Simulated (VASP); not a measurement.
# SrLiH3 (P4/mmm) in VASP: further runs

Runs on SrLiH3. Level: PBE. Tasks: single point.

All numbers are computed with VASP 6.6.1; they aren't measurements. Logs are shortened: lines on timing, memory, paths and dates and some standing lists are left out, and cuts for length are marked.

## Step 1: The cell of the first run

It takes space group P4/mmm (No. 123, tetragonal). Conventional cell: a = 4.399 Å, b = 4.399 Å, c = 4.747 Å, α = 90.00°, β = 90.00°, γ = 90.00°. Li (site symmetry 4/mmm) has 12 H at 3.11 to 3.24 Å and 8 Sr at 3.91 Å within 4.1 Å. Sr (site symmetry 4/mmm) has 6 H at 2.20 to 2.37 Å within 2.9 Å. H (site symmetry mmm) has 2 Sr at 2.20 Å within 2.9 Å. Within 3.3 Å of H (site symmetry 4/mmm) lie 2 Sr at 2.37 Å and 4 Li at 3.11 Å and 8 H at 3.24 Å.

## Step 2: Single point, PBE (strain -0.050 along x and y, +0.025 along z)

The input, INCAR:

```
SYSTEM = SrLiH3
ALGO     = Normal         ! electronic algorithm
EDIFF    = 1E-6           ! SCF threshold, eV
ENCUT    = 520            ! plane-wave cutoff, eV
GGA      = PE             ! functional
ISIF     = 2              ! what is computed and relaxed
ISMEAR   = 0              ! smearing method
LASPH    = .TRUE.         ! aspherical terms in the spheres
LCHARG   = .TRUE.         ! write CHGCAR
LELF     = .TRUE.         ! ELF
LREAL    = .FALSE.        ! projectors in reciprocal space
LVHAR    = .TRUE.       
LWAVE    = .FALSE.        ! write WAVECAR
NBANDS   = 16             ! bands
NELM     = 60             ! most SCF steps
PREC     = Accurate       ! precision mode
SIGMA    = 0.05           ! smearing width, eV
```

The input, KPOINTS:

```
k-points
0
G
  6 6 6
  0 0 0
```

The input, POSCAR:

```
SrLiH3
1.0
    4.3992514500      0.0000000000      0.0000000000
    0.0000000000      4.3992514500      0.0000000000
    0.0000000000      0.0000000000      4.7465607750
Li Sr H
1 1 3
Direct
    0.0000000000      0.0000000000      0.0000000000
    0.5000000000      0.5000000000      0.5000000000
    0.0000000000      0.5000000000      0.5000000000
    0.5000000000      0.0000000000      0.5000000000
    0.5000000000      0.5000000000      0.0000000000
```

Potentials or basis: VASP PAW PBE potentials, release 64 (Li_sv, Sr_sv, H).

Run with:

```sh
cat potpaw_PBE.64/Li_sv/POTCAR potpaw_PBE.64/Sr_sv/POTCAR potpaw_PBE.64/H/POTCAR > POTCAR
mpirun -np 1 vasp_std > vasp.out
```

OUTCAR:

```text
SYSTEM = SrLiH3
   EDIFF = 1E-6
   ENCUT = 520
   GGA = PE
   ISIF = 2
   ISMEAR = 0
   LASPH = .TRUE.
   LREAL = .FALSE.
   NELM = 60
   PREC = Accurate

 ion  position               nearest neighbor table
   1  0.000  0.000  0.000-
   2  0.500  0.500  0.500-   3 2.20   4 2.20   4 2.20   3 2.20   5 2.37   5 2.37
   3  0.000  0.500  0.500-   2 2.20   2 2.20
   4  0.500  0.000  0.500-   2 2.20   2 2.20
   5  0.500  0.500  0.000-   2 2.37   2 2.37

  LATTYP: Found a simple tetragonal cell.
 ALAT       =     4.3992514500
 C/A-ratio  =     1.0789473684

  Lattice vectors:

 A1 = (   4.3992514500,   0.0000000000,   0.0000000000)
 A2 = (   0.0000000000,   4.3992514500,   0.0000000000)
 A3 = (   0.0000000000,   0.0000000000,   4.7465607750)

Analysis of symmetry for initial positions (statically):
=====================================================================
 Subroutine PRICEL returns:
 Original cell was already a primitive cell.

 Routine SETGRP: Setting up the symmetry group for a
 simple tetragonal supercell.

 Subroutine GETGRP returns: Found 16 space group operations
 (whereof 16 operations were pure point group operations)
 out of a pool of 16 trial point group operations.

The static configuration has the point symmetry D_4h.

Analysis of symmetry for dynamics (positions and initial velocities):
=====================================================================
 Subroutine PRICEL returns:
 Original cell was already a primitive cell.

 Routine SETGRP: Setting up the symmetry group for a
 simple tetragonal supercell.

 Subroutine GETGRP returns: Found 16 space group operations
 (whereof 16 operations were pure point group operations)
 out of a pool of 16 trial point group operations.

The dynamic configuration has the point symmetry D_4h.

 Subroutine INISYM returns: Found 16 space group operations
 (whereof 16 operations are pure point group operations),
 and found     1 'primitive' translations

----------------------------------------------------------------------------------------

                                     Primitive cell

  volume of cell :      91.8622

  direct lattice vectors                    reciprocal lattice vectors
     4.399251450  0.000000000  0.000000000     0.227311399  0.000000000  0.000000000
[... 94 lines left out ...]
   EDIFFG = 0.1E-04   stopping-criterion for IOM
   NSW    =      0    number of steps for IOM
   IBRION =     -1    ionic relax: 0-MD 1-quasi-New 2-CG
   NFREE  =      0    steps in history (QN), initial steepest desc. (CG)
   ISIF   =      2    stress and relaxation
   ISYM   =      2    0-nonsym 1-usesym 2-fastsym
   POTIM  = 0.5000    time-step for ionic-motion
   TEBEG  =    0.0;   TEEND  =   0.0 temperature during run
   PSTRESS=    0.0 pullay stress
   NELECT =      16.0000    total number of electrons
   NUPDOWN=      -1.0000    fix difference up-down
   EMIN   =  10.00;   EMAX   =-10.00  energy-range for DOS
   EFERMI =   0.00;   METHOD = LEGACY
   ISMEAR =     0;   SIGMA  =   0.05  broadening in eV -4-tet -1-fermi 0-gaus
   EFERMI_NEDOS =   21; number of points for ismear=-14 and -15
   IALGO  =     38    algorithm
   IMIX   =      4    mixing-type and parameters
     AMIX     =   0.40;   BMIX     =  1.00
     AMIX_MAG =   1.60;   BMIX_MAG =  1.00
  volume/ion in A,a.u.               =      18.37       123.98
  Fermi-wavevector in a.u.,A,eV,Ry     =   0.914259  1.727699 11.372697  0.835870
  Thomas-Fermi vector in A             =   2.038865
   LORBIT       =      0    0 simple, 1 ext, 2 COOP (PROOUT), +10 PAW based schemes
   GGA     = PE    functional components
   LHFCALC =     F    Hartree Fock is set to
   AEXX    =    0.0000 exact exchange contribution
   IVDW    =     0    specifies the selected vdW correction
   LEPSILON=     F    determine dielectric tensor
   LRPA    =     F    only Hartree local field effects (RPA)
 non-spin polarized calculation
 Gauss-broadening in eV      SIGMA  =   0.05
  energy-cutoff  :      520.00
  volume of cell :       91.86
 maximum number of plane-waves:      2496
 NGX is ok and might be reduce to    36
   NGX = 17   NGY = 17   NGZ = 17

 number of electron      15.9999986 magnetization

 Free energy of the ion-electron system (eV)
  ---------------------------------------------------
  ext. energy  EPLUGINS =         0.00000000
  ---------------------------------------------------
  free energy    TOTEN  =       -13.74173171 eV

  energy without entropy =      -13.74173171  energy(sigma->0) =      -13.74173171

 E-fermi :  -0.6896     XC(G=0):  -7.0122

 val. band max:       -1.0376508475   @ k =   0.5000   0.5000   0.5000
 cond. band min:       0.4473223890   @ k =   0.5000   0.0000   0.5000
 fundamental gap:      1.4849732366
 Fermi energy:        -0.6896247073

 k-point     1 :       0.0000    0.0000    0.0000
  band No.  band energies     occupation
      1     -48.7275      2.00000
      2     -33.8739      2.00000
      3     -16.0006      2.00000
      4     -15.9363      2.00000
      5     -15.9363      2.00000
      6      -4.5331      2.00000
[... 433 lines left out ...]
      3     -16.1250      2.00000
      4     -16.0581      2.00000
      5     -15.9249      2.00000
      6      -3.0250      2.00000
[... 8 lines left out ...]
     15       6.5181      0.00000
     16       6.5454      0.00000

 [... further k-points ...]

------------------------ aborting loop because EDIFF is reached ----------------------------------------

  FORCE on cell =-STRESS in cart. coord.  units (eV):
  Direction    XX          YY          ZZ          XY          YZ          ZX
  --------------------------------------------------------------------------------------
  -------------------------------------------------------------------------------------
  Total        2.1284537      2.1284537     -0.1990686      0.0000000     -0.0000000      0.0000000
  in kB       37.1225813     37.1225813     -3.4719763      0.0000000     -0.0000000      0.0000000
  external PRESSURE =      23.5910621 kB  Pullay stress =       0.0000000 kB

 VOLUME and BASIS-vectors are now :
 -----------------------------------------------------------------------------
  energy-cutoff  :      520.00
  volume of cell :       91.86
      direct lattice vectors                 reciprocal lattice vectors
     4.399251450  0.000000000  0.000000000     0.227311399  0.000000000  0.000000000
     0.000000000  4.399251450  0.000000000     0.000000000  0.227311399  0.000000000
     0.000000000  0.000000000  4.746560775     0.000000000  0.000000000  0.210678857

 POSITION                                       TOTAL-FORCE (eV/Angst)
 -----------------------------------------------------------------------------------
      0.00000      0.00000      0.00000         0.000000      0.000000      0.000000
      2.19963      2.19963      2.37328         0.000000      0.000000      0.000000
      0.00000      2.19963      2.37328         0.000000      0.000000      0.000000
      2.19963      0.00000      2.37328         0.000000      0.000000      0.000000
      2.19963      2.19963      0.00000         0.000000      0.000000      0.000000
 -----------------------------------------------------------------------------------
    total drift:                                0.000000      0.000000      0.000000

  FREE ENERGIE OF THE ION-ELECTRON SYSTEM (eV)
  ---------------------------------------------------
  free  energy   TOTEN  =       -13.7417317055 eV

  energy  without entropy=      -13.7417317055  energy(sigma->0) =      -13.74173171
```

Wall time 64 s (1 thread of Intel Xeon 8259CL, shared host); peak memory 0.24 GiB.

What came out:

- Free energy: -13.7417 eV
- Band gap on the k mesh: 1.49 eV (least direct gap 1.99 eV)

Caveat: the cell differs from its parent crystal (strain -0.050 along x and y, +0.025 along z); the cutoff is under 1.25 times the usual one of these potentials, so pressure, stress and relaxed cells hold a basis-set (Pulay) error.

## Step 3: Single point, PBE (strain -0.050 along x and y, +0.050 along z)

The input, INCAR:

```
SYSTEM = SrLiH3
PREC = Accurate
ENCUT = 520
EDIFF = 1E-7
ISMEAR = 0
SIGMA = 0.05
LREAL = .FALSE.
LASPH = .TRUE.
NELM = 80
ALGO = Normal
ISIF = 2
LWAVE = .FALSE.
LCHARG = .FALSE.
GGA = PE
NBANDS = 16
```

The input, KPOINTS:

```
Automatic mesh
0
G
  6 6 6
  0 0 0
```

Edit POSCAR of step 2 so:

```diff
@@ -4,3 +4,3 @@
     0.0000000000      4.3992514500      0.0000000000
-    0.0000000000      0.0000000000      4.7465607750
+    0.0000000000      0.0000000000      4.8623305500
 Li Sr H
```

Potentials or basis: VASP PAW PBE potentials, release 64 (Li_sv, Sr_sv, H).

Run with:

```sh
cat potpaw_PBE.64/Li_sv/POTCAR potpaw_PBE.64/Sr_sv/POTCAR potpaw_PBE.64/H/POTCAR > POTCAR
mpirun -np 1 vasp_std > vasp.out
```

It took 78 s on 1 thread of Intel Xeon 8259CL, shared host; peak memory 0.24 GiB.

The run converged. Its results:

| Item | Value |
| --- | --- |
| Free energy | -13.7305 eV |
| Band gap on the k mesh | 1.47 eV (least direct gap 1.96 eV) |

Levels at points of the mesh, in eV from the valence-band top:
| k point | band 6 | band 7 | band 8 | band 9 | band 10 | band 11 |
| --- | --- | --- | --- | --- | --- | --- |
| (0.00, 0.00, 0.00) | -3.45 | -1.31 | -1.27 | 4.40 | 5.19 | 5.45 |
| (0.50, 0.00, 0.00) | -2.52 | -1.09 | -0.87 | 3.69 | 3.94 | 4.85 |
| (0.50, 0.50, 0.00) | -1.48 | -0.36 | -0.36 | 1.76 | 4.58 | 4.58 |
| (0.00, 0.00, 0.50) | -2.71 | -1.48 | -1.23 | 3.90 | 4.72 | 4.72 |
| (0.50, 0.00, 0.50) | -1.77 | -0.96 | -0.49 | 1.47 | 5.21 | 5.23 |
| (0.50, 0.50, 0.50) | -0.43 | 0.00 | 0.00 | 2.16 | 2.16 | 2.21 |

Caveat: the cell differs from its parent crystal (strain -0.050 along x and y, +0.050 along z); the cutoff is under 1.25 times the usual one of these potentials, so pressure, stress and relaxed cells hold a basis-set (Pulay) error.
